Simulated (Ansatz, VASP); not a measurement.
**GaAs in VASP and in Ansatz**

Contents of INCAR:

```
SYSTEM = GaAs
ALGO     = Normal         ! electronic algorithm
EDIFF    = 1E-6           ! SCF threshold, eV
ENCUT    = 520            ! plane-wave cutoff, eV
GGA      = PE             ! functional
ISIF     = 2              ! what is computed and relaxed
ISMEAR   = 0              ! smearing method
LASPH    = .TRUE.         ! aspherical terms in the spheres
LCHARG   = .FALSE.        ! write CHGCAR
LREAL    = .FALSE.        ! projectors in reciprocal space
LWAVE    = .FALSE.        ! write WAVECAR
NBANDS   = 16             ! bands
NELM     = 100            ! most SCF steps
PREC     = Accurate       ! precision mode
SIGMA    = 0.03           ! smearing width, eV
```

KPOINTS

```
k-points
0
G
  10 10 10
  0 0 0
```

File POSCAR:

```
GaAs
1.0
    0.0000000000      2.8726922659      2.8583288046
    2.8726922659      0.0000000000      2.8583288046
    2.8726922659      2.8726922659      0.0000000000
Ga As
1 1
Direct
    0.0000000000      0.0000000000      0.0000000000
    0.7500000000      0.7500000000      0.7500000000
```

Input for Ansatz:

```yaml
crystal:
  lattice:
    - [0.0, 2.8726922659, 2.8583288046]
    - [2.8726922659, 0.0, 2.8583288046]
    - [2.8726922659, 2.8726922659, 0.0]
  atoms:
    - { symbol: Ga, position: [0.0, 0.0, 0.0] }
    - { symbol: As, position: [0.75, 0.75, 0.75] }
basis:
  ecutwfc: 420
kpoints:
  mp_grid: { grid: [10, 10, 10] }
hamiltonian:
  xc: pbe
scf:
  occupations: { method: gaussian, width: 0.03 }
output:
  forces: true
  stress: true
  eigenvalues: true
```

Change from the starting cell: strain -0.0050 x Voigt [0, 0, 1, 0, 0, 0], atoms carried along.

Alike in both runs: task single point; functional PBE; k mesh 10 × 10 × 10; occupations gaussian, width 0.03 eV; no spin polarisation.

|  | VASP | Ansatz |
| --- | --- | --- |
| version | VASP 6.6.1 | Ansatz 0.2.0 |
| potentials or method | VASP PAW PBE potentials, release 64 (Ga_d, As), cutoff 520 eV | scalar-relativistic, plane waves, PAW |
| valence electrons in the cell | 18 | 28 |

|  | VASP | Ansatz | Ansatz less VASP |
| --- | --- | --- | --- |
| gap on the k mesh at the Fermi level (eV) | 0.18 | 0.18 | -0.003 |
| least direct gap on the mesh (eV) | 0.18 | 0.18 | -0.003 |
| pressure (GPa) | 0.5 | 0.3 | -0.16 |
| traceless stress, the component that is largest in VASP (GPa) | 0.19 | 0.19 | +0.001 |

VASP's potentials hold 18 valence electrons a cell and Ansatz's 28, so a difference there can come from the potentials and not from the codes.
